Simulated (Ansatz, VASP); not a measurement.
Two plane-wave programs on Cr

File INCAR:

```
PREC = Accurate
ENCUT = 520
EDIFF = 1E-6
ISMEAR = -1
SIGMA = 0.1
LREAL = False
LASPH = True
NELM = 60
ALGO = Normal
ISIF = 2
LWAVE = False
LCHARG = False
GGA = B5
ALDAX = 1.0
AGGAX = 1.0
AGGAC = 1.0
ALDAC = 0.0
NBANDS = 12
```

KPOINTS

```
Automatic mesh
0
Gamma
  15 15 15
```

POSCAR

```
Cr
1.0
    2.4587437493      0.0000000000      0.0000000000
    0.0000000000      2.4587437493      0.0000000000
    0.0000000000      0.0000000000      2.4587437493
Cr
1
Direct
    0.0000000000      0.0000000000      0.0000000000
```

Input for Ansatz:

```yaml
crystal:
  lattice:
    - [2.4587437493, 0.0, 0.0]
    - [0.0, 2.4587437493, 0.0]
    - [0.0, 0.0, 2.4587437493]
  atoms:
    - { symbol: Cr, position: [0.0, 0.0, 0.0] }
hamiltonian:
  xc: blyp
  pseudopotentials:
    kind: paw
    azcp:
      Cr: "pseudopotentials/Cr.paw.azcp"
basis:
  ecutwfc: 420
  fft_grid_basis: typed
kpoints:
  mp_grid: { grid: [15, 15, 15], shift: [0, 0, 0] }
magnetization:
  spin_polarized: false
scf:
  occupations: { method: fermi_dirac, width: 0.1 }
  lower_state_search: "off"
output:
  stress: true
  write_density: true
  write_potential: true
  elf: true
  volumetric_format: npy
```

Alike in both runs: task single point; functional BLYP; k mesh 15 × 15 × 15; occupations fermi-dirac, width 0.1 eV; no spin polarisation.

|  | VASP | Ansatz |
| --- | --- | --- |
| version | VASP 6.6.1 | Ansatz 0.2.0 |
| potentials or method | VASP PAW PBE potentials, release 64 (Cr_pv), cutoff 520 eV | plane waves (420 eV) with PAW, scalar-relativistic |
| valence electrons in the cell | 12 | 14 |

```csv
,VASP,Ansatz,Ansatz less VASP
pressure (GPa),-14.9,-14.8,+0.12
```

VASP's potentials were made for PBE, not for BLYP. VASP's potentials hold 12 valence electrons a cell and Ansatz's 14, so a difference there can come from the potentials and not from the codes.
